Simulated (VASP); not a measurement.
# Cd5HgTe6 (P4/mmm) in VASP: single point with PBE

Aim: the single point of Cd5HgTe6 with PBE.

All numbers are computed with VASP 6.6.1; they aren't measurements. Logs are shortened: lines on timing, memory, paths and dates and some standing lists are left out, and cuts for length are marked.

## 1. The cell of the first run

The structure is tetragonal, space group P4/mmm (No. 123). The conventional cell has a = 4.372 Å, b = 4.372 Å, c = 18.547 Å, α = 90.00°, β = 90.00°, γ = 90.00°. Cd (site symmetry 4mm) has 6 Te at 3.09 Å within 4.1 Å. Within 4.1 Å of Cd (site symmetry 4mm) lie 6 Te at 3.09 Å. Cd (site symmetry 4/mmm) has 6 Te at 3.09 Å within 4.1 Å. Within 4.1 Å of Hg (site symmetry 4/mmm) lie 6 Te at 3.09 Å. Within 4.1 Å of Te (site symmetry 4/mmm) lie 4 Hg at 3.09 Å and 2 Cd at 3.09 Å. Te (site symmetry 4mm) has 5 Cd at 3.09 Å and 1 Hg at 3.09 Å within 4.1 Å. Te (site symmetry 4mm) has 6 Cd at 3.09 Å within 4.1 Å. Te (site symmetry 4/mmm) has 6 Cd at 3.09 Å within 4.1 Å.

## 2. Single point, PBE

The input, INCAR:

```
PREC     = Accurate       # precision mode
ENCUT    = 520            # plane-wave cutoff, eV
EDIFF    = 1E-7           # SCF threshold, eV
ISMEAR   = 0              # smearing method
SIGMA    = 0.1            # smearing width, eV
LREAL    = False          # projectors in reciprocal space
LASPH    = True           # aspherical terms in the spheres
NELM     = 60             # most SCF steps
ALGO     = Normal         # electronic algorithm
ISIF     = 2              # what is computed and relaxed
LWAVE    = False          # write WAVECAR
LCHARG   = False          # write CHGCAR
GGA      = PE             # functional
NBANDS   = 66             # bands
```

The input, KPOINTS:

```
regular mesh
0
Gamma
  4 4 1
```

The input, POSCAR:

```
Cd5HgTe6
1.0
    4.3715230000      0.0000000000      0.0000000000
    0.0000000000      4.3715230000      0.0000000000
    0.0000000000      0.0000000000     18.5468013300
Cd Hg Te
5 1 6
Direct
    0.0000000000      0.0000000000      0.8333333300
    0.0000000000      0.0000000000      0.1666666700
    0.5000000000      0.5000000000      0.3333333300
    0.0000000000      0.0000000000      0.5000000000
    0.5000000000      0.5000000000      0.6666666700
    0.5000000000      0.5000000000      0.0000000000
    0.0000000000      0.0000000000      0.0000000000
    0.5000000000      0.5000000000      0.1666666700
    0.0000000000      0.0000000000      0.3333333300
    0.5000000000      0.5000000000      0.5000000000
    0.0000000000      0.0000000000      0.6666666700
    0.5000000000      0.5000000000      0.8333333300
```

Potentials or basis: VASP PAW PBE potentials, release 64 (Cd, Hg, Te).

Launch:

```console
cat potpaw_PBE.64/Cd/POTCAR potpaw_PBE.64/Hg/POTCAR potpaw_PBE.64/Te/POTCAR > POTCAR
mpirun -np 1 vasp_std > vasp.out
```

OUTCAR:

```text
PREC = Accurate
   ENCUT = 520
   EDIFF = 1E-7
   ISMEAR = 0
   LREAL = False
   LASPH = True
   NELM = 60
   ISIF = 2
   GGA = PE

 ion  position               nearest neighbor table
   1  0.000  0.000  0.833-  11 3.09  12 3.09  12 3.09  12 3.09  12 3.09   7 3.09
   2  0.000  0.000  0.167-   9 3.09   8 3.09   8 3.09   8 3.09   8 3.09   7 3.09
   3  0.500  0.500  0.333-   8 3.09   9 3.09   9 3.09   9 3.09   9 3.09  10 3.09
   4  0.000  0.000  0.500-  10 3.09  10 3.09  10 3.09  10 3.09  11 3.09   9 3.09
   5  0.500  0.500  0.667-  12 3.09  11 3.09  11 3.09  11 3.09  11 3.09  10 3.09
   6  0.500  0.500  0.000-   7 3.09   7 3.09   7 3.09   7 3.09  12 3.09   8 3.09
   7  0.000  0.000  0.000-   6 3.09   6 3.09   6 3.09   6 3.09   1 3.09   2 3.09
   8  0.500  0.500  0.167-   3 3.09   2 3.09   2 3.09   2 3.09   2 3.09   6 3.09
   9  0.000  0.000  0.333-   2 3.09   3 3.09   3 3.09   3 3.09   3 3.09   4 3.09
  10  0.500  0.500  0.500-   4 3.09   4 3.09   4 3.09   4 3.09   5 3.09   3 3.09
  11  0.000  0.000  0.667-   1 3.09   5 3.09   5 3.09   5 3.09   5 3.09   4 3.09
  12  0.500  0.500  0.833-   5 3.09   1 3.09   1 3.09   1 3.09   1 3.09   6 3.09

  LATTYP: Found a simple tetragonal cell.
 ALAT       =     4.3715230000
 C/A-ratio  =     4.2426406838

  Lattice vectors:

 A1 = (   4.3715230000,   0.0000000000,   0.0000000000)
 A2 = (   0.0000000000,   4.3715230000,   0.0000000000)
 A3 = (   0.0000000000,   0.0000000000,  18.5468013300)

Analysis of symmetry for initial positions (statically):
=====================================================================
 Subroutine PRICEL returns:
 Original cell was already a primitive cell.

 Routine SETGRP: Setting up the symmetry group for a
 simple tetragonal supercell.

 Subroutine GETGRP returns: Found 16 space group operations
 (whereof 16 operations were pure point group operations)
 out of a pool of 16 trial point group operations.

The static configuration has the point symmetry D_4h.

Analysis of symmetry for dynamics (positions and initial velocities):
=====================================================================
 Subroutine PRICEL returns:
 Original cell was already a primitive cell.

 Routine SETGRP: Setting up the symmetry group for a
 simple tetragonal supercell.

 Subroutine GETGRP returns: Found 16 space group operations
 (whereof 16 operations were pure point group operations)
[... 112 lines left out ...]
   TEBEG  =    0.0;   TEEND  =   0.0 temperature during run
   PSTRESS=    0.0 pullay stress
   NELECT =     108.0000    total number of electrons
   NUPDOWN=      -1.0000    fix difference up-down
   EMIN   =  10.00;   EMAX   =-10.00  energy-range for DOS
   EFERMI =   0.00;   METHOD = LEGACY
   ISMEAR =     0;   SIGMA  =   0.10  broadening in eV -4-tet -1-fermi 0-gaus
   EFERMI_NEDOS =   21; number of points for ismear=-14 and -15
   IALGO  =     38    algorithm
   IMIX   =      4    mixing-type and parameters
     AMIX     =   0.40;   BMIX     =  1.00
     AMIX_MAG =   1.60;   BMIX_MAG =  1.00
  volume/ion in A,a.u.               =      29.54       199.32
  Fermi-wavevector in a.u.,A,eV,Ry     =   1.101635  2.081789 16.512039  1.213601
  Thomas-Fermi vector in A             =   2.238066
   LORBIT       =      0    0 simple, 1 ext, 2 COOP (PROOUT), +10 PAW based schemes
   GGA     = PE    functional components
   LHFCALC =     F    Hartree Fock is set to
   AEXX    =    0.0000 exact exchange contribution
   IVDW    =     0    specifies the selected vdW correction
   LEPSILON=     F    determine dielectric tensor
   LRPA    =     F    only Hartree local field effects (RPA)
 non-spin polarized calculation
 Gauss-broadening in eV      SIGMA  =   0.10
  energy-cutoff  :      520.00
  volume of cell :      354.43
 maximum number of plane-waves:      9632
 NGX is ok and might be reduce to    36
   NGX = 17   NGY = 17   NGZ = 69

 number of electron     107.9999986 magnetization

 Free energy of the ion-electron system (eV)
  ---------------------------------------------------
  ext. energy  EPLUGINS =         0.00000000
  ---------------------------------------------------
  free energy    TOTEN  =       -25.39369695 eV

  energy without entropy =      -25.35485878  energy(sigma->0) =      -25.37427787

 E-fermi :   3.6441     XC(G=0):  -9.5593

 val. band max:        3.5941955902   @ k =   0.5000   0.0000   0.0000
 cond. band min:       3.7158199396   @ k =   0.0000   0.0000   0.0000
 fundamental gap:      0.1216243495
 Fermi energy:         3.6440947263

 k-point     1 :       0.0000    0.0000    0.0000
  band No.  band energies     occupation
      1      -7.8584      2.00000
      2      -7.5428      2.00000
      3      -7.4600      2.00000
      4      -7.1304      2.00000
      5      -7.0570      2.00000
      6      -6.9537      2.00000
[... 403 lines left out ...]
     65       9.2328      0.00000
     66       9.2328      0.00000

------------------------ aborting loop because EDIFF is reached ----------------------------------------

  FORCE on cell =-STRESS in cart. coord.  units (eV):
  Direction    XX          YY          ZZ          XY          YZ          ZX
  --------------------------------------------------------------------------------------
  -------------------------------------------------------------------------------------
  Total       -1.7386719     -1.7386719     -1.8608609      0.0000000      0.0000000      0.0000000
  in kB       -7.8594773     -7.8594773     -8.4118196      0.0000000      0.0000000      0.0000000
  external PRESSURE =      -8.0435914 kB  Pullay stress =       0.0000000 kB

 VOLUME and BASIS-vectors are now :
 -----------------------------------------------------------------------------
  energy-cutoff  :      520.00
  volume of cell :      354.43
      direct lattice vectors                 reciprocal lattice vectors
     4.371523000  0.000000000  0.000000000     0.228753229  0.000000000  0.000000000
     0.000000000  4.371523000  0.000000000     0.000000000  0.228753229  0.000000000
     0.000000000  0.000000000 18.546801330     0.000000000  0.000000000  0.053917653

 POSITION                                       TOTAL-FORCE (eV/Angst)
 -----------------------------------------------------------------------------------
      0.00000      0.00000     15.45567         0.000000     -0.000000     -0.106586
      0.00000      0.00000      3.09113         0.000000     -0.000000      0.106586
      2.18576      2.18576      6.18227        -0.000000      0.000000      0.002467
      0.00000      0.00000      9.27340         0.000000     -0.000000     -0.000000
      2.18576      2.18576     12.36453         0.000000      0.000000     -0.002467
      2.18576      2.18576      0.00000         0.000000     -0.000000     -0.000000
      0.00000      0.00000      0.00000         0.000000     -0.000000     -0.000000
      2.18576      2.18576      3.09113         0.000000     -0.000000      0.100698
      0.00000      0.00000      6.18227         0.000000     -0.000000     -0.046762
      2.18576      2.18576      9.27340         0.000000     -0.000000     -0.000000
      0.00000      0.00000     12.36453         0.000000     -0.000000      0.046762
      2.18576      2.18576     15.45567         0.000000      0.000000     -0.100698
 -----------------------------------------------------------------------------------
    total drift:                                0.000000      0.000000      0.000000

  FREE ENERGIE OF THE ION-ELECTRON SYSTEM (eV)
  ---------------------------------------------------
  free  energy   TOTEN  =       -25.3936969522 eV

  energy  without entropy=      -25.3548587847  energy(sigma->0) =      -25.37427787
```

OSZICAR:

```text
N       E                     dE             d eps       ncg     rms          rms(c)
DAV:   1     0.713171262036E+03    0.71317E+03   -0.48540E+04   792   0.145E+03
DAV:   2     0.173924233092E+02   -0.69578E+03   -0.67237E+03   862   0.343E+02
DAV:   3    -0.263659164237E+02   -0.43758E+02   -0.42942E+02   900   0.829E+01
[... 14 lines left out ...]
DAV:  18    -0.253936999173E+02   -0.19135E-05   -0.25315E-05   964   0.149E-02    0.211E-02
DAV:  19    -0.253936976288E+02    0.22885E-05   -0.45397E-06   858   0.738E-03    0.113E-02
DAV:  20    -0.253936970218E+02    0.60694E-06   -0.18542E-06   764   0.314E-03    0.479E-03
DAV:  21    -0.253936968892E+02    0.13261E-06   -0.32249E-07   690   0.205E-03    0.332E-03
DAV:  22    -0.253936969522E+02   -0.62981E-07   -0.78074E-08   482   0.816E-04
   1 F= -.25393697E+02 E0= -.25374278E+02  d E =-.388382E-01
```

stdout:

```text
POSCAR found type information on POSCAR CdHgTe
 POSCAR found :  3 types and      12 ions
 scaLAPACK will be used
 LDA part: xc-table for (Slater+PW92), standard interpolation
 POSCAR, INCAR and KPOINTS ok, starting setup
 FFT: planning ... GRIDC
 FFT: planning ... GRID_SOFT
 FFT: planning ... GRID
 WAVECAR not read
 entering main loop
```

It took 9 min on 1 thread of Intel Xeon 8259CL, shared host; peak memory 0.49 GiB.

What came out:

| Property | Result |
| --- | --- |
| Free energy | -25.3937 eV |
| Pressure | -0.8 GPa |
| Largest force | 0.107 eV/Å |
| Band gap on the k mesh | zero (bands 54 and 55 overlap by 1.74 eV) |

Forces in eV/Å, atoms in the order of the input:
```
Cd   0.000  0.000 -0.107
Cd   0.000  0.000  0.107
Cd   0.000  0.000  0.002
Cd   0.000  0.000  0.000
Cd   0.000  0.000 -0.002
Hg   0.000  0.000  0.000
Te   0.000  0.000  0.000
Te   0.000  0.000  0.101
Te   0.000  0.000 -0.047
Te   0.000  0.000  0.000
Te   0.000  0.000  0.047
Te   0.000  0.000 -0.101
```

Caveat: spin-orbit coupling is left out, which moves the levels of the heavy elements.
